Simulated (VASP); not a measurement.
A run of VASP 6.6.1 is set up as follows.

Contents of INCAR:

```
ALGO     = Normal         # electronic algorithm
EDIFF    = 1E-6           # SCF threshold, eV
ENCUT    = 520            # plane-wave cutoff, eV
GGA      = CA             # functional
ISIF     = 2              # what is computed and relaxed
ISMEAR   = -1             # smearing method
LASPH    = T              # aspherical terms in the spheres
LCHARG   = T              # write CHGCAR
LELF     = T              # ELF
LREAL    = F              # projectors in reciprocal space
LVHAR    = T            
LWAVE    = F              # write WAVECAR
NBANDS   = 22             # bands
NELM     = 60             # most SCF steps
PREC     = Accurate       # precision mode
SIGMA    = 0.05           # smearing width, eV
```

File KPOINTS:

```
k-points
0
Gamma
  8 8 3
```

File POSCAR:

```
Na
1.0
    3.7248896839      0.0000000000      0.0000000000
   -1.8624448419      3.2258490925      0.0000000000
    0.0000000000      0.0000000000     12.6203525792
Na
4
Direct
    0.6666666667      0.3333333333      0.7500000000
    0.0000000000      0.0000000000      0.5000000000
    0.3333333333      0.6666666667      0.2500000000
    0.0000000000      0.0000000000      0.0000000000
```

Potentials or basis: VASP PAW LDA potentials, release 64 (Na_pv).

Run with:

```bash
$ cat potpaw_LDA.64/Na_pv/POTCAR > POTCAR
$ mpirun -np 1 vasp_std > vasp.out
```

Task: What does it give for the pressure?

Result: -0.9 GPa.

Task: Predict the band gap on the k mesh.

Result: Zero (band 14 reaches 1.23 eV, above the bottom of band 15 at -2.17 eV).

Stress tensor (GPa, compression positive):
```
-0.60  0.00  0.00
 0.00 -0.60  0.00
 0.00  0.00 -1.48
```
